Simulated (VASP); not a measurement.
# Ge (P4_32_12) in VASP: a series of runs

The runs below take Ge through phonons, dielectric tensor, with LDA.

Everything below comes from runs of VASP 6.6.1. Logs are shortened: lines on timing, memory, paths and dates and some standing lists are left out, and cuts for length are marked.

### 1 The cell of the first run

It takes space group P4_32_12 (No. 96, tetragonal). Conventional cell: a = 5.878 Å, b = 5.878 Å, c = 6.921 Å, α = 90.00°, β = 90.00°, γ = 90.00°. Within 3.2 Å of Ge (site symmetry 2) lie 4 Ge at 2.46 to 2.47 Å. Within 3.2 Å of Ge (site symmetry 1) lie 4 Ge at 2.46 to 2.49 Å.

### 2 Phonons, LDA

POSCAR

```
Ge
1.0
    5.8779006608      0.0000000000      0.0000000000
    0.0000000000      5.8779006608     -0.0000000000
    0.0000000000      0.0000000000      6.9213203521
  Ge
    12
Direct
     0.0884620545010346    0.0884620545010346    0.0000000000000000
     0.4115379454989654    0.5884620545010345    0.7500000000000000
     0.9115379454989655    0.9115379454989655    0.5000000000000000
     0.5884620545010345    0.4115379454989654    0.2500000000000000
     0.1717759287543555    0.3703515430858345    0.2554427740533324
     0.1296484569141655    0.6717759287543625    0.0054427740533324
     0.8282240712456375    0.6296484569141654    0.7554427740533324
     0.8703515430858346    0.3282240712456445    0.5054427740533324
     0.6717759287543625    0.1296484569141655    0.9945572259466676
     0.6296484569141654    0.8282240712456375    0.2445572259466676
     0.3282240712456445    0.8703515430858346    0.4945572259466676
     0.3703515430858345    0.1717759287543555    0.7445572259466676
```

INCAR.step1

```
PREC = Accurate
ENCUT = 600
EDIFF = 1E-8
ISMEAR = 0
SIGMA = 0.03
LREAL = False
LASPH = True
NELM = 80
ALGO = Normal
ISIF = 3
LWAVE = False
LCHARG = False
GGA = CA
KPAR = 4
IBRION = 2
NSW = 40
EDIFFG = -0.002
```

INCAR.step2

```
PREC = Accurate
ENCUT = 600
EDIFF = 1E-8
ISMEAR = 0
SIGMA = 0.03
LREAL = False
LASPH = True
NELM = 80
ALGO = Normal
ISIF = 2
LWAVE = False
LCHARG = False
GGA = CA
KPAR = 4
IBRION = 6
NFREE = 2
POTIM = 0.015
NSW = 1
```

KPOINTS

```
regular mesh
0
Gamma
  6 6 4
```

Potentials or basis: VASP PAW LDA potentials, release 64 (Ge_d).

Started as:

```sh
cat potpaw_LDA.64/Ge_d/POTCAR > POTCAR
cp INCAR.step1 INCAR
mpirun -np 4 vasp_std > vasp.out
cp CONTCAR POSCAR
cp INCAR.step2 INCAR
mpirun -np 4 vasp_std > vasp.out
```

OUTCAR:

```text
PREC = Accurate
   ENCUT = 600
   EDIFF = 1E-8
   ISMEAR = 0
   LREAL = False
   LASPH = True
   NELM = 80
   ISIF = 2
   GGA = CA
   IBRION = 6
   NFREE = 2
   POTIM = 0.015
   NSW = 1

 ion  position               nearest neighbor table
   1  0.088  0.088  0.000-   6 2.46   9 2.46   5 2.47  12 2.47
   2  0.412  0.588  0.750-   7 2.46  12 2.46  11 2.47   6 2.47
   3  0.912  0.912  0.500-   8 2.46  11 2.46  10 2.47   7 2.47
   4  0.588  0.412  0.250-  10 2.46   5 2.46   8 2.47   9 2.47
   5  0.172  0.370  0.256-   4 2.46   1 2.47   8 2.49   6 2.49
   6  0.130  0.672  0.006-   1 2.46   2 2.47   5 2.49   7 2.49
   7  0.828  0.630  0.756-   2 2.46   3 2.47   8 2.49   6 2.49
   8  0.870  0.328  0.506-   3 2.46   4 2.47   5 2.49   7 2.49
   9  0.672  0.130  0.994-   1 2.46   4 2.47  12 2.49  10 2.49
  10  0.630  0.828  0.244-   4 2.46   3 2.47  11 2.49   9 2.49
  11  0.328  0.870  0.494-   3 2.46   2 2.47  12 2.49  10 2.49
  12  0.370  0.172  0.744-   2 2.46   1 2.47  11 2.49   9 2.49

  LATTYP: Found a simple tetragonal cell.
 ALAT       =     5.8782184538
 C/A-ratio  =     1.1770463781

  Lattice vectors:

 A1 = (   5.8782184538,   0.0000000000,   0.0000000000)
 A2 = (   0.0000000000,   5.8782184538,   0.0000000000)
 A3 = (   0.0000000000,   0.0000000000,   6.9189357408)

Analysis of symmetry for initial positions (statically):
=====================================================================
 Subroutine PRICEL returns:
 Original cell was already a primitive cell.

 Routine SETGRP: Setting up the symmetry group for a
 simple tetragonal supercell.

 Subroutine GETGRP returns: Found  8 space group operations
 (whereof  2 operations were pure point group operations)
 out of a pool of 16 trial point group operations.

The static configuration has the point symmetry C_2 .
 The point group associated with its full space group is D_4 .

Analysis of symmetry for dynamics (positions and initial velocities):
=====================================================================
 Subroutine PRICEL returns:
 Original cell was already a primitive cell.

 Routine SETGRP: Setting up the symmetry group for a
 simple tetragonal supercell.

 Subroutine GETGRP returns: Found  8 space group operations
[... 313 lines left out ...]

 number of electron     167.9999856 magnetization

------------------------ aborting loop because EDIFF is reached ----------------------------------------
[... 87 lines left out ...]
--------------------------------------- Ionic step       11  -------------------------------------------

 number of electron     167.9999849 magnetization

 Free energy of the ion-electron system (eV)
  ---------------------------------------------------
  ext. energy  EPLUGINS =         0.00000000
  ---------------------------------------------------
  free energy    TOTEN  =       -60.96174250 eV

  energy without entropy =      -60.96174250  energy(sigma->0) =      -60.96174250

 E-fermi :   5.5216     XC(G=0): -11.0885

 val. band max:        5.3334144775   @ k =   0.3333   0.3333   0.0000
 cond. band min:       5.8278524527   @ k =  -0.3333   0.3333   0.0000
 fundamental gap:      0.4944379752
 Fermi energy:         5.5215524140

 k-point     1 :       0.0000    0.0000    0.0000
  band No.  band energies     occupation
      1     -19.1575      2.00000
      2     -19.1278      2.00000
      3     -19.1261      2.00000
      4     -19.1071      2.00000
      5     -19.1057      2.00000
      6     -19.1036      2.00000
[... 2365 lines left out ...]
     95       9.7816      0.00000
     96       9.7878      0.00000

 [... further k-points ...]

 [bands above 96 left out]

------------------------ aborting loop because EDIFF is reached ----------------------------------------

  FORCE on cell =-STRESS in cart. coord.  units (eV):
  Direction    XX          YY          ZZ          XY          YZ          ZX
  --------------------------------------------------------------------------------------
  -------------------------------------------------------------------------------------
  Total       -0.0396767      0.0983830      0.0982781     -0.0042637      0.0196389      0.0807512
  in kB       -0.2658980      0.6593255      0.6586226     -0.0285737      0.1316126      0.5411636
  external PRESSURE =       0.3506834 kB  Pullay stress =       0.0000000 kB
[... 27 lines left out ...]
  FREE ENERGIE OF THE ION-ELECTRON SYSTEM (eV)
  ---------------------------------------------------
  free  energy   TOTEN  =       -60.9617425041 eV

  energy  without entropy=      -60.9617425041  energy(sigma->0) =      -60.96174250

 INTERNAL STRAIN TENSORS FROM DISPLACED ATOMS
 ============================================

 INTERNAL STRAIN TENSOR FOR ION    1 for displacements in x,y,z  (eV/Angst):
          X           Y           Z          XY          YZ          ZX
  --------------------------------------------------------------------------------
  x    -6.59697     2.22664     4.97443     3.30832     0.08042    -3.34557
  y     2.22664    -6.59697     4.97443     3.30832     3.34560    -0.08042
  z    -2.50392     2.50392     0.00000     0.00000     4.60136     4.60136
[... 8 lines left out ...]
 INTERNAL STRAIN TENSOR FOR ION   12 for displacements in x,y,z  (eV/Angst):
          X           Y           Z          XY          YZ          ZX
  --------------------------------------------------------------------------------
  x     0.13482     1.15157    -2.06269    -1.44899     0.00518     6.97218
  y    -0.82396     6.00632    -4.83828     0.78914    -0.57239     0.08836
  z     5.37456    -3.70205     5.75345    -0.30058    -5.42629    -1.31605

 Eigenvectors and eigenvalues of the dynamical matrix
   1 f  =    8.618072 THz    54.148941 2PiTHz  287.467927 cm-1    35.641464 meV
   2 f  =    8.281890 THz    52.036651 2PiTHz  276.254124 cm-1    34.251131 meV
   3 f  =    8.164655 THz    51.300040 2PiTHz  272.343575 cm-1    33.766285 meV
   4 f  =    8.164655 THz    51.300040 2PiTHz  272.343575 cm-1    33.766285 meV
   5 f  =    8.048608 THz    50.570894 2PiTHz  268.472658 cm-1    33.286352 meV
   6 f  =    8.040790 THz    50.521771 2PiTHz  268.211873 cm-1    33.254019 meV
[... 25 lines left out ...]
  32 f  =    2.120143 THz    13.321251 2PiTHz   70.720355 cm-1     8.768203 meV
  33 f  =    1.472052 THz     9.249178 2PiTHz   49.102381 cm-1     6.087917 meV
  34 f/i=    0.004415 THz     0.027743 2PiTHz    0.147282 cm-1     0.018261 meV
  35 f/i=    0.004415 THz     0.027743 2PiTHz    0.147282 cm-1     0.018261 meV
  36 f/i=    0.017893 THz     0.112426 2PiTHz    0.596851 cm-1     0.074000 meV

 ELASTIC MODULI CONTR FROM IONIC RELAXATION (kBar)
 Direction    XX          YY          ZZ          XY          YZ          ZX
 --------------------------------------------------------------------------------
 XX        -344.0779    194.2865    -41.3280      0.0000     -0.0000      0.0000
 YY         194.2865   -344.0779    -41.3280      0.0000     -0.0000      0.0000
 ZZ         -41.3280    -41.3280   -573.4995      0.0000     -0.0000      0.0000
 XY           0.0000      0.0000     -0.0000    -64.6868      0.0000     -0.0000
 YZ          -0.0000     -0.0000     -0.0000     -0.0000   -266.1283     -0.0000
 ZX           0.0000      0.0000      0.0000      0.0000     -0.0000   -266.1293
 --------------------------------------------------------------------------------
```

OUTCAR.step1:

```text
PREC = Accurate
   ENCUT = 600
   EDIFF = 1E-8
   ISMEAR = 0
   LREAL = False
   LASPH = True
   NELM = 80
[... 2862 lines left out ...]
  -------------------------------------------------------------------------------------
  Total        0.0157813      0.0157813      0.0107068      0.0000000      0.0000000      0.0000000
  in kB        0.1057600      0.1057600      0.0717530      0.0000000      0.0000000      0.0000000
  external PRESSURE =       0.0944243 kB  Pullay stress =       0.0000000 kB
[... 27 lines left out ...]
  FREE ENERGIE OF THE ION-ELECTRON SYSTEM (eV)
  ---------------------------------------------------
  free  energy   TOTEN  =       -60.9628662190 eV

  energy  without entropy=      -60.9628662190  energy(sigma->0) =      -60.96286622

 reached required accuracy - stopping structural energy minimisation
```

It took 1.8 h on 4 MPI ranks of Intel Xeon Platinum 8488C (Sapphire Rapids), shared host; peak memory 2.2 GiB.

Results:

```yaml
Highest_phonon_frequency_at_Γ: 287 cm⁻¹
```

Phonon frequencies in cm⁻¹ (negative: imaginary):
| q point | frequencies |
| --- | --- |
| (0.000, 0.000, 0.000) | -1 0 0 49 71 71 77 77 80 82 82 84 93 128 145 145 181 181 186 188 207 208 217 217 223 224 241 241 267 267 268 268 272 272 276 287 |

(Part 1 of 2 ends here.)
